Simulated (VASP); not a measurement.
Set up this calculation in VASP 6.6.1, as the native input.

| Quantity | Value |
| --- | --- |
| Task | single point |
| Functional | r2SCAN |
| Potentials or basis | VASP PAW PBE potentials, release 64 (Cd, Se) |
| Cutoff | 520 eV |
| k mesh | 9 × 9 × 4 |
| Occupations | gaussian, width 0.01 eV |
| Spin | no spin polarisation |
| Dipole correction | no |
| Further INCAR settings | ALGO = Normal; EDIFF = 1e-07; NBANDS = 26 |

The system is CdSe.

```
CELL_PARAMETERS angstrom
4.33992 0.00000 0.00000
-2.16996 3.75848 0.00000
0.00000 0.00000 7.07838
ATOMIC_POSITIONS crystal
Cd 0.33333 0.66667 0.99075
Cd 0.66667 0.33333 0.49075
Se 0.33333 0.66667 0.38525
Se 0.66667 0.33333 0.88525
```

This cell differs from its parent crystal: atoms displaced along a vibrational mode.

These files were run (other wordings do the same):

POSCAR

```
CdSe
1.0
    4.3399219990      0.0000000000      0.0000000000
   -2.1699609995      3.7584827016      0.0000000000
    0.0000000000      0.0000000000      7.0783849700
Cd Se
2 2
Direct
    0.3333333333      0.6666666667     -0.0092535020
    0.6666666667      0.3333333333      0.4907464980
    0.3333333333      0.6666666667      0.3852535020
    0.6666666667      0.3333333333      0.8852535020
```

INCAR.step1

```
SYSTEM = CdSe
ALGO = Normal
EDIFF = 1E-4
ENCUT = 520
GGA = PE
ISMEAR = 0
LASPH = .TRUE.
LCHARG = .FALSE.
LREAL = .FALSE.
LWAVE = .TRUE.
NBANDS = 26
NELM = 100
PREC = Accurate
SIGMA = 0.01
```

INCAR.step2

```
SYSTEM = CdSe
ALGO = Normal
EDIFF = 1E-7
ENCUT = 520
ISIF = 2
ISMEAR = 0
ISTART = 1
LASPH = .TRUE.
LCHARG = .FALSE.
LMIXTAU = .TRUE.
LREAL = .FALSE.
LWAVE = .FALSE.
METAGGA = R2SCAN
NBANDS = 26
NELM = 100
PREC = Accurate
SIGMA = 0.01
```

KPOINTS

```
k-points
0
G
  9 9 4
  0 0 0
```

Potentials or basis: VASP PAW PBE potentials, release 64 (Cd, Se).

Command:

```sh
$ cat potpaw_PBE.64/Cd/POTCAR potpaw_PBE.64/Se/POTCAR > POTCAR
$ cp INCAR.step1 INCAR
$ mpirun -np 1 vasp_std > vasp.out
$ cp INCAR.step2 INCAR
$ mpirun -np 1 vasp_std > vasp.out
```

Results of the run:

```json
{
 "Pressure": "0.6 GPa",
 "Largest force": "0.444 eV/Å",
 "Band gap on the k mesh": "1.14 eV"
}
```

Caveat: the cell differs from its parent crystal (atoms displaced along a vibrational mode); the PAW data sets were made with another functional, which shifts forces and pressure a little.

Run time: 3.4 min on 1 thread of Intel(R) Xeon(R) 6975P-C (Granite Rapids) (shared host), peak memory 0.29 GiB.
